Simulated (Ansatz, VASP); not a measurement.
## Two plane-wave programs on W

INCAR

```
PREC     = Accurate       # precision mode
ENCUT    = 520            # plane-wave cutoff, eV
EDIFF    = 1E-6           # SCF threshold, eV
ISMEAR   = -1             # smearing method
SIGMA    = 0.1            # smearing width, eV
LREAL    = F              # projectors in reciprocal space
LASPH    = T              # aspherical terms in the spheres
NELM     = 80             # most SCF steps
ALGO     = Normal         # electronic algorithm
ISIF     = 2              # what is computed and relaxed
LWAVE    = F              # write WAVECAR
LCHARG   = F              # write CHGCAR
GGA      = B5             # functional
ALDAX    = 1.0          
AGGAX    = 1.0          
AGGAC    = 1.0          
ALDAC    = 0.0          
NBANDS   = 21             # bands
```

The input KPOINTS:

```
Automatic mesh
0
Gamma
  15 15 7
```

File POSCAR:

```
W
1.0
    2.8763930101      0.0000000000      0.0000000000
   -1.4381965051      2.4910294180      0.0000000000
    0.0000000000      0.0000000000      5.1618343459
W
2
Direct
    0.3333333333      0.6666666667      0.2500000000
    0.6666666667      0.3333333333      0.7500000000
```

Input for Ansatz:

```yaml
crystal:
  lattice:
    - [2.8763930101, 0.0, 0.0]
    - [-1.4381965051, 2.491029418, 0.0]
    - [0.0, 0.0, 5.1618343459]
  atoms:
    - { symbol: W, position: [0.3333333333, 0.6666666667, 0.25] }
    - { symbol: W, position: [0.6666666667, 0.3333333333, 0.75] }
hamiltonian:
  xc: blyp
  pseudopotentials:
    kind: paw
    azcp:
      W: "pseudopotentials/W.paw.azcp"
basis:
  ecutwfc: 420
  fft_grid_basis: typed
kpoints:
  mp_grid: { grid: [15, 15, 7], shift: [0, 0, 0] }
magnetization:
  spin_polarized: false
scf:
  occupations: { method: fermi_dirac, width: 0.1 }
  lower_state_search: "off"
output:
  stress: true
```

Alike in both runs: task single point; functional BLYP; k mesh 15 × 15 × 7; occupations fermi-dirac, width 0.1 eV; no spin polarisation.

|  | VASP | Ansatz |
| --- | --- | --- |
| version | VASP 6.6.1 | Ansatz 0.2.0 |
| potentials or method | VASP PAW PBE potentials, release 64 (W_sv), cutoff 520 eV | plane waves (420 eV) with PAW, scalar-relativistic |
| valence electrons in the cell | 28 | 28 |

|  | VASP | Ansatz | Ansatz less VASP |
| --- | --- | --- | --- |
| pressure (GPa) | -15.6 | -16.6 | -1.01 |
| traceless stress, the component that is largest in VASP (GPa) | 2.08 | 2.33 | +0.252 |

VASP's potentials were made for PBE, not for BLYP.

Neither program's run includes spin-orbit coupling.
